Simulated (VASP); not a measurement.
# Si8O15 (a cell with a defect) in VASP: a series of runs

The runs below take Si8O15 (a cell with a defect) through single point, with LDA.

Everything below comes from runs of VASP 6.6.1. Logs are shortened: lines on timing, memory, paths and dates and some standing lists are left out, and cuts for length are marked.

### Step 1. The cell of the first run

The cell holds a defect, 23 atoms: a = 6.758 Å, b = 6.082 Å, c = 6.500 Å, α = 64.87°, β = 54.57°, γ = 60.56°.

### Step 2. Single point, LDA

INCAR reads:

```
SYSTEM = Si8O15
  PREC = Accurate
  ENCUT = 520
  EDIFF = 1E-7
  ISMEAR = -1
  SIGMA = 0.05
  LREAL = Auto
  LASPH = .True.
  NELM = 80
  ALGO = Normal
  ISIF = 2
  LWAVE = .False.
  LCHARG = .False.
  NBANDS = 78
  NELECT = 120.0
```

KPOINTS reads:

```
Automatic mesh
0
Gamma
  2 2 2
  0 0 0
```

POSCAR reads:

```
Si8O15
1.0
    0.0000000000      5.0462000000      4.4946000000
    4.0970000000      0.0000000000      4.4946000000
    4.0970000000      5.0462000000      0.0000000000
Si O
8 15
Direct
    0.2026256740      0.0451941376      0.9608982208
    0.3363340203      0.4480948091      0.0086306417
    0.8067866634      0.9474345149      0.0496426893
    0.2100131733      0.0191862390      0.4649616332
    0.6601328466      0.5706743100      0.4574773677
    0.7929357636      0.9540679020      0.5558268102
    0.2944008026      0.4402895833      0.5422615089
    0.7106715307      0.5441464723      0.9501684058
    0.4031724673      0.5145212298      0.2068982513
    0.2616439249      0.1483343359      0.6143957591
    0.3527492013      0.7051210006      0.5250761097
    0.4437991933      0.1238452624      0.1643309127
    0.0858071524      1.0086556281      0.2953440862
    0.2321808664      0.3452936174      0.8885844848
    0.1396364181      0.7746404606      0.9899642201
    0.9023771713      0.0175238023      0.7175066526
    0.7689505891      0.6472130300      0.1236660230
    0.8689201891      0.2087554627      0.0198881647
    0.9666583478      0.6127865816      0.6478795640
    0.6185154248      0.4780982172      0.7656680671
    0.7360200840      0.8366961466      0.3848687891
    0.6285737746      0.2878920428      0.4848267075
    0.5369685211      0.8798350138      0.8501728308
```

Potentials or basis: VASP PAW LDA potentials, release 64 (Si, O).

Started as:

```
$ cat potpaw_LDA.64/Si/POTCAR potpaw_LDA.64/O/POTCAR > POTCAR
$ mpirun -np 1 vasp_std > vasp.out
```

OUTCAR:

```text
SYSTEM = Si8O15
   PREC = Accurate
   ENCUT = 520
   EDIFF = 1E-7
   ISMEAR = -1
   LREAL = Auto
   LASPH = .True.
   NELM = 80
   ISIF = 2
   NELECT = 120.0

 ion  position               nearest neighbor table
   1  0.203  0.045  0.961-  14 1.76  23 1.77  13 1.78  15 1.80  18 1.83  10 1.91   3 2.71   7 2.74

   2  0.336  0.448  0.009-  20 1.66  14 1.73  15 1.76  12 1.79   9 1.82   8 2.65   5 2.90   4 3.00

   3  0.807  0.947  0.050-  18 1.74  16 1.77  17 1.79  21 1.81  15 1.82  12 1.92   5 2.70   1 2.71
                             4 3.13
   4  0.210  0.019  0.465-  11 1.65  10 1.73  16 1.75  12 1.75  13 1.76   6 2.72   5 2.91   2 3.00
                             3 3.13   7 3.14
   5  0.660  0.571  0.457-  11 1.66  20 1.72  21 1.73  22 1.76  17 1.76   7 2.65   3 2.70   2 2.90
                             4 2.91
   6  0.793  0.954  0.556-  23 1.75  22 1.77  13 1.78  16 1.82  21 1.83  19 1.85   8 2.72   4 2.72

   7  0.294  0.440  0.542-  10 1.73  19 1.74   9 1.77  11 1.78  22 1.83  14 1.90   5 2.65   1 2.74
                             4 3.14   8 3.14
   8  0.711  0.544  0.950-  19 1.76  18 1.77  17 1.78   9 1.80  23 1.84  20 1.87   2 2.65   6 2.72
                             7 3.14
   9  0.403  0.515  0.207-   7 1.77   8 1.80   2 1.82
  10  0.262  0.148  0.614-   7 1.73   4 1.73   1 1.91
  11  0.353  0.705  0.525-   4 1.65   5 1.66   7 1.78
  12  0.444  0.124  0.164-   4 1.75   2 1.79   3 1.92
  13  0.086  0.009  0.295-   4 1.76   1 1.78   6 1.78
  14  0.232  0.345  0.889-   2 1.73   1 1.76   7 1.90
  15  0.140  0.775  0.990-   2 1.76   1 1.80   3 1.82
  16  0.902  0.018  0.718-   4 1.75   3 1.77   6 1.82
  17  0.769  0.647  0.124-   5 1.76   8 1.78   3 1.79
  18  0.869  0.209  0.020-   3 1.74   8 1.77   1 1.83
  19  0.967  0.613  0.648-   7 1.74   8 1.76   6 1.85
  20  0.619  0.478  0.766-   2 1.66   5 1.72   8 1.87
  21  0.736  0.837  0.385-   5 1.73   3 1.81   6 1.83
  22  0.629  0.288  0.485-   5 1.76   6 1.77   7 1.83
  23  0.537  0.880  0.850-   6 1.75   1 1.77   8 1.84

  LATTYP: Found a face centered orthorhombic cell.
 ALAT       =     8.1940000000
 B/A-ratio  =     1.0970466195
 C/A-ratio  =     1.2316817183

  Lattice vectors:

 A1 = (   0.0000000000,   5.0462000000,  -4.4946000000)
 A2 = (   4.0970000000,   5.0462000000,   0.0000000000)
 A3 = (   4.0970000000,   0.0000000000,  -4.4946000000)

Analysis of symmetry for initial positions (statically):
=====================================================================
 Subroutine PRICEL returns:
 Original cell was already a primitive cell.

 Routine SETGRP: Setting up the symmetry group for a
 face centered orthorhombic supercell.

 Subroutine GETGRP returns: Found  1 space group operations
 (whereof  1 operations were pure point group operations)
 out of a pool of  8 trial point group operations.

The static configuration has the point symmetry C_1 .

Analysis of symmetry for dynamics (positions and initial velocities):
=====================================================================
 Subroutine PRICEL returns:
 Original cell was already a primitive cell.

 Routine SETGRP: Setting up the symmetry group for a
 face centered orthorhombic supercell.

 Subroutine GETGRP returns: Found  1 space group operations
 (whereof  1 operations were pure point group operations)
 out of a pool of  8 trial point group operations.

The dynamic configuration has the point symmetry C_1 .

 Subroutine INISYM returns: Found  1 space group operations
 (whereof  1 operations are pure point group operations),
 and found     1 'primitive' translations

----------------------------------------------------------------------------------------

                                     Primitive cell

  volume of cell :     185.8453

  direct lattice vectors                    reciprocal lattice vectors
     0.000000000  5.046200000  4.494600000    -0.122040517  0.099084460  0.111244605
     4.097000000  0.000000000  4.494600000     0.122040517 -0.099084460  0.111244605
     4.097000000  5.046200000  0.000000000     0.122040517  0.099084460 -0.111244605

  length of vectors
     6.757630028  6.081680537  6.499964880     0.192579802  0.192579802  0.192579802

  position of ions in fractional coordinates (direct lattice)
     0.202625674  0.045194138  0.960898221
     0.336334020  0.448094809  0.008630642
     0.806786663  0.947434515  0.049642689
     0.210013173  0.019186239  0.464961633
     0.660132847  0.570674310  0.457477368
     0.792935764  0.954067902  0.555826810
[... 15 lines left out ...]
     0.628573775  0.287892043  0.484826707
     0.536968521  0.879835014  0.850172831

  ion indices of the primitive-cell ions
   primitive index   ion index
                 1           1
                 2           2
                 3           3
                 4           4
                 5           5
                 6           6
[... 15 lines left out ...]
                22          22
                23          23

----------------------------------------------------------------------------------------

 KPOINTS: Automatic mesh

Automatic generation of k-mesh.
 Grid dimensions read from file:
 generate k-points for:    2    2    2

 Generating k-lattice:

  Cartesian coordinates                     Fractional coordinates (reciprocal lattice)
    -0.061020259  0.049542230  0.055622302     0.500000000  0.000000000  0.000000000
     0.061020259 -0.049542230  0.055622302     0.000000000  0.500000000  0.000000000
     0.061020259  0.049542230 -0.055622302     0.000000000  0.000000000  0.500000000

  Length of vectors
     0.096289901  0.096289901  0.096289901

  Shift w.r.t. Gamma in fractional coordinates (k-lattice)
     0.000000000  0.000000000  0.000000000

 Subroutine IBZKPT returns following result:
 ===========================================

 Found      8 irreducible k-points:

 Following reciprocal coordinates:
            Coordinates               Weight
  0.000000  0.000000  0.000000      1.000000
  0.500000  0.000000  0.000000      1.000000
  0.500000  0.500000  0.500000      1.000000
  0.000000  0.500000  0.000000      1.000000
  0.000000  0.000000  0.500000      1.000000
  0.500000  0.500000  0.000000      1.000000
  0.500000  0.000000  0.500000      1.000000
  0.000000  0.500000  0.500000      1.000000
   k-points           NKPTS =      8   k-points in BZ     NKDIM =      8   number of bands    NBANDS=     78
   number of dos      NEDOS =    301   number of ions     NIONS =     23
   total plane-waves  NPLWV = 115200
   dimension x,y,z NGX =    50 NGY =   48 NGZ =   48
   dimension x,y,z NGXF=   100 NGYF=   96 NGZF=   96
   ions per type =               8  15
   NGX,Y,Z   is equivalent  to a cutoff of  12.30, 13.12, 12.28 a.u.
   NGXF,Y,Z  is equivalent  to a cutoff of  24.60, 26.24, 24.55 a.u.
 SYSTEM =  Si8O15
   PREC   = accura    normal or accurate (medium, high low for compatibility)
   ISTART =      0    job   : 0-new  1-cont  2-samecut
   ICHARG =      2    charge: 1-file 2-atom 10-const
   ISPIN  =      1    spin polarized calculation?
   LNONCOLLINEAR =      F non collinear calculations
   LSORBIT =      F    spin-orbit coupling
   LASPH  =      T    aspherical Exc in radial PAW
   ENCUT  =  520.0 eV  38.22 Ry    6.18 a.u.  12.56 11.31 12.09*2*pi/ulx,y,z
   NELM   =     80;   NELMIN=  2; NELMDL= -5     # of ELM steps
   EDIFF  = 0.1E-06   stopping-criterion for ELM
   LREAL  =      T    real-space projection
   EDIFFG = 0.1E-05   stopping-criterion for IOM
   NSW    =      0    number of steps for IOM
   IBRION =     -1    ionic relax: 0-MD 1-quasi-New 2-CG
   NFREE  =      0    steps in history (QN), initial steepest desc. (CG)
   ISIF   =      2    stress and relaxation
   ISYM   =      2    0-nonsym 1-usesym 2-fastsym
   POTIM  = 0.5000    time-step for ionic-motion
   TEBEG  =    0.0;   TEEND  =   0.0 temperature during run
   PSTRESS=    0.0 pullay stress
   NELECT =     120.0000    total number of electrons
   NUPDOWN=      -1.0000    fix difference up-down
   EMIN   =  10.00;   EMAX   =-10.00  energy-range for DOS
   EFERMI =   0.00;   METHOD = LEGACY
   ISMEAR =    -1;   SIGMA  =   0.05  broadening in eV -4-tet -1-fermi 0-gaus
   EFERMI_NEDOS =   21; number of points for ismear=-14 and -15
   IALGO  =     38    algorithm
   IMIX   =      4    mixing-type and parameters
     AMIX     =   0.40;   BMIX     =  1.00
     AMIX_MAG =   1.60;   BMIX_MAG =  1.00
  volume/ion in A,a.u.               =       8.08        54.53
  Fermi-wavevector in a.u.,A,eV,Ry     =   1.414984  2.673931 27.241296  2.002179
  Thomas-Fermi vector in A             =   2.536469
   LORBIT       =      0    0 simple, 1 ext, 2 COOP (PROOUT), +10 PAW based schemes
   GGA     = CA    functional components
   LHFCALC =     F    Hartree Fock is set to
   AEXX    =    0.0000 exact exchange contribution
   IVDW    =     0    specifies the selected vdW correction
   LEPSILON=     F    determine dielectric tensor
   LRPA    =     F    only Hartree local field effects (RPA)
 non-spin polarized calculation
  energy-cutoff  :      520.00
  volume of cell :      185.85
 maximum number of plane-waves:      5022
   NGX = 25   NGY = 23   NGZ = 25

 number of electron     120.0000003 magnetization

 Free energy of the ion-electron system (eV)
  ---------------------------------------------------
  ext. energy  EPLUGINS =         0.00000000
  ---------------------------------------------------
  free energy    TOTEN  =      -213.48209075 eV

  energy without entropy =     -213.48209075  energy(sigma->0) =     -213.48209075

 E-fermi :   8.2869     XC(G=0): -12.4104

 val. band max:        7.1737308835   @ k =   0.0000   0.0000   0.0000
 cond. band min:       9.9060789056   @ k =   0.0000   0.0000   0.0000
 fundamental gap:      2.7323480221
 Fermi energy:         8.2868818078

 k-point     1 :       0.0000    0.0000    0.0000
  band No.  band energies     occupation
      1     -14.3964      2.00000
      2     -12.4795      2.00000
      3     -12.1371      2.00000
      4     -11.9627      2.00000
      5     -11.6351      2.00000
      6     -11.4676      2.00000
[... 64 lines left out ...]
     71      17.2182      0.00000
     72      17.5672      0.00000
[... 523 lines left out ...]
     71      17.4273      0.00000
     72      17.5574      0.00000
 [bands above 72 left out]

------------------------ aborting loop because EDIFF is reached ----------------------------------------

  FORCE on cell =-STRESS in cart. coord.  units (eV):
  Direction    XX          YY          ZZ          XY          YZ          ZX
  --------------------------------------------------------------------------------------
  -------------------------------------------------------------------------------------
  Total      -36.2587179    -33.3643847    -30.1163076     -4.8505482      1.7703410     -6.0272374
  in kB     -312.5874658   -287.6353344   -259.6335673    -41.8167176     15.2621610    -51.9609900
  external PRESSURE =    -286.6187892 kB  Pullay stress =       0.0000000 kB

 VOLUME and BASIS-vectors are now :
 -----------------------------------------------------------------------------
  energy-cutoff  :      520.00
  volume of cell :      185.85
      direct lattice vectors                 reciprocal lattice vectors
     0.000000000  5.046200000  4.494600000    -0.122040517  0.099084460  0.111244605
     4.097000000  0.000000000  4.494600000     0.122040517 -0.099084460  0.111244605
     4.097000000  5.046200000  0.000000000     0.122040517  0.099084460 -0.111244605

 POSITION                                       TOTAL-FORCE (eV/Angst)
 -----------------------------------------------------------------------------------
      4.12196      5.87137      1.11385         0.004668      0.025151     -0.009434
      1.87120      1.74076      3.52569         0.040479     -0.032180     -0.045804
      4.08503      4.32171      7.88452         0.001471     -0.044492     -0.003336
      1.98355      3.40606      1.03016         0.015450      0.004104      0.005592
      4.21234      5.63968      5.53199        -0.030774      0.077373      0.010975
      6.18604      6.80613      7.85208        -0.018990     -0.036275      0.007401
[... 15 lines left out ...]
      3.16583      5.61844      4.11915        -0.025075      0.016340     -0.016512
      7.08784      6.99979      6.36797         0.021258     -0.005623     -0.021093
 -----------------------------------------------------------------------------------
    total drift:                               -0.004012     -0.003312     -0.009271

  FREE ENERGIE OF THE ION-ELECTRON SYSTEM (eV)
  ---------------------------------------------------
  free  energy   TOTEN  =      -213.4820907535 eV

  energy  without entropy=     -213.4820907534  energy(sigma->0) =     -213.48209075
```

Run time: 6.9 min. Hardware: 1 thread of AMD EPYC 7R43 (Zen 3), shared host; peak memory 0.25 GiB.

Results:

* Free energy: -213.4821 eV
* Largest force: 0.084 eV/Å

Forces in eV/Å, atoms in the order of the input:
```
Si   0.005  0.025 -0.009
Si   0.040 -0.032 -0.046
Si   0.001 -0.044 -0.003
Si   0.015  0.004  0.006
Si  -0.031  0.077  0.011
Si  -0.019 -0.036  0.007
Si   0.029 -0.022  0.026
Si  -0.012  0.024 -0.005
O    0.020  0.002 -0.016
O   -0.012  0.009 -0.017
O    0.003 -0.014 -0.033
O   -0.022  0.014  0.006
O   -0.014 -0.012  0.016
O   -0.001 -0.012  0.001
O   -0.014  0.003 -0.011
O    0.021 -0.004 -0.015
O   -0.021 -0.011  0.004
O    0.023 -0.007  0.016
O   -0.007 -0.009  0.014
O   -0.027  0.019  0.053
O    0.026  0.015  0.031
O   -0.025  0.016 -0.017
O    0.021 -0.006 -0.021
```

Levels at points of the mesh, in eV from the Fermi level:
| k point | band 56 | band 57 | band 58 | band 59 | band 60 | band 61 | band 62 | band 63 | band 64 | band 65 |
| --- | --- | --- | --- | --- | --- | --- | --- | --- | --- | --- |
| (0.00, 0.00, 0.00) | -1.86 | -1.81 | -1.55 | -1.26 | -1.11 | 1.62 | 4.80 | 5.53 | 5.63 | 6.53 |
| (0.50, 0.00, 0.00) | -1.85 | -1.53 | -1.45 | -1.34 | -1.30 | 2.35 | 4.34 | 5.80 | 6.12 | 6.46 |
| (0.50, 0.50, 0.50) | -1.79 | -1.78 | -1.58 | -1.33 | -1.31 | 2.17 | 5.03 | 5.14 | 6.33 | 6.53 |
| (0.00, 0.50, 0.00) | -2.00 | -1.52 | -1.46 | -1.33 | -1.27 | 2.30 | 4.73 | 5.31 | 6.32 | 6.74 |
| (0.00, 0.00, 0.50) | -1.88 | -1.73 | -1.45 | -1.38 | -1.27 | 2.24 | 4.63 | 5.37 | 6.34 | 6.50 |
| (0.50, 0.50, 0.00) | -1.78 | -1.54 | -1.49 | -1.32 | -1.25 | 2.22 | 4.73 | 5.65 | 6.56 | 6.87 |
| (0.50, 0.00, 0.50) | -1.98 | -1.64 | -1.59 | -1.37 | -1.21 | 2.39 | 4.65 | 5.20 | 6.31 | 6.44 |
| (0.00, 0.50, 0.50) | -1.66 | -1.58 | -1.47 | -1.27 | -1.22 | 2.33 | 4.59 | 5.70 | 6.73 | 6.94 |

Caveat: the k points lie up to 0.61 Å⁻¹ apart; the cell carries a net charge on a neutralising background, which shifts energy and pressure; the cell is charged against a uniform background, so pressure and absolute levels hang on convention.

### Step 3. Single point, LDA

INCAR reads:

```
  PREC = Accurate
  ENCUT = 520
  EDIFF = 1E-6
  ISMEAR = -1
  SIGMA = 0.05
  LREAL = Auto
  LASPH = T
  NELM = 80
  ALGO = Normal
  ISIF = 2
  LWAVE = F
  LCHARG = F
  NELECT = 120.0
  NBANDS = 78
```

KPOINTS reads:

```
regular mesh
0
Gamma
  2 2 2
```

POSCAR reads:

```
Si8O15
1.0
    0.0000000000      5.0462000000      4.4946000000
    4.0970000000      0.0000000000      4.4946000000
    4.0970000000      5.0462000000      0.0000000000
Si O
8 15
Direct
    0.2051889144      0.0573712771      0.9583362013
    0.2894997090      0.4784118688      0.0357706173
    0.8394547522      0.9269877000      0.0431612328
    0.1632148125      0.0496878826      0.4919875051
    0.6926587566      0.5503774624      0.4509812133
    0.7889434509      0.9535184092      0.5504362291
    0.2968864523      0.4525230984      0.5397507781
    0.7065836014      0.5436761051      0.9447822314
    0.4138254700      0.4889872883      0.2052673388
    0.2674997281      0.1524146046      0.6119483543
    0.3599159134      0.7230117943      0.5106308027
    0.0559359220      0.3737200484      0.3361678138
    0.0964284921      0.9831075753      0.2936804815
    0.2379690710      0.3492938836      0.8862182842
    0.1468653103      0.7925592227      0.9754872734
    0.8810527196      0.0195647550      0.7349619390
    0.7634468224      0.6610338052      0.1157890609
    0.8710126595      0.2097164568      0.0157718152
    0.9626025431      0.6178509702      0.6504423637
    0.5971174071      0.4801478795      0.7831694127
    0.7305521143      0.8504898998      0.3770091045
    0.6307021971      0.2889686691      0.4807284796
    0.5328931809      0.8849293438      0.8527714673
```

Potentials or basis: VASP PAW LDA potentials, release 64 (Si, O).

Started as:

```
$ cat potpaw_LDA.64/Si/POTCAR potpaw_LDA.64/O/POTCAR > POTCAR
$ mpirun -np 1 vasp_std > vasp.out
```

It took 5 min on 1 thread of AMD EPYC 7R43 (Zen 3), shared host; peak memory 0.25 GiB.

Results (log left out):

```
Free energy   : -213.4818 eV
Largest force : 0.087 eV/Å
```

Forces on the atoms (eV/Å):
```
Si  -0.026  0.022 -0.029
Si  -0.023 -0.008  0.016
Si   0.029 -0.081 -0.008
Si  -0.052  0.036  0.036
Si  -0.001  0.049 -0.009
Si   0.022 -0.030  0.011
Si  -0.011 -0.017  0.019
Si   0.015  0.041 -0.015
O    0.019  0.010 -0.019
O    0.001  0.009 -0.010
O    0.024 -0.007  0.019
O    0.035 -0.019 -0.014
O   -0.015 -0.001  0.014
O    0.016 -0.015  0.016
O   -0.005  0.019  0.021
O    0.022 -0.019 -0.048
O   -0.030 -0.011 -0.023
O    0.033 -0.019  0.028
O   -0.020  0.002  0.015
O   -0.023  0.004  0.021
O    0.014  0.015 -0.002
O   -0.025  0.009 -0.024
O    0.001  0.011 -0.014
```

Levels at points of the mesh, in eV from the Fermi level:
```
           k point  band 58  band 59  band 60  band 61  band 62  band 63
(0.00, 0.00, 0.00)    -1.59    -1.30    -1.15     1.58     4.76     5.49
(0.50, 0.00, 0.00)    -1.49    -1.38    -1.34     2.31     4.31     5.76
(0.50, 0.50, 0.50)    -1.62    -1.37    -1.35     2.13     4.99     5.10
(0.00, 0.50, 0.00)    -1.50    -1.37    -1.31     2.26     4.69     5.27
(0.00, 0.00, 0.50)    -1.49    -1.42    -1.31     2.20     4.59     5.33
(0.50, 0.50, 0.00)    -1.53    -1.37    -1.29     2.18     4.69     5.61
(0.50, 0.00, 0.50)    -1.63    -1.41    -1.25     2.35     4.61     5.16
(0.00, 0.50, 0.50)    -1.51    -1.32    -1.26     2.29     4.55     5.66
```

Caveat: the k points lie up to 0.61 Å⁻¹ apart; the cell carries a net charge on a neutralising background, which shifts energy and pressure; the cell is charged against a uniform background, so pressure and absolute levels hang on convention.

(Part 1 of 3 ends here.)
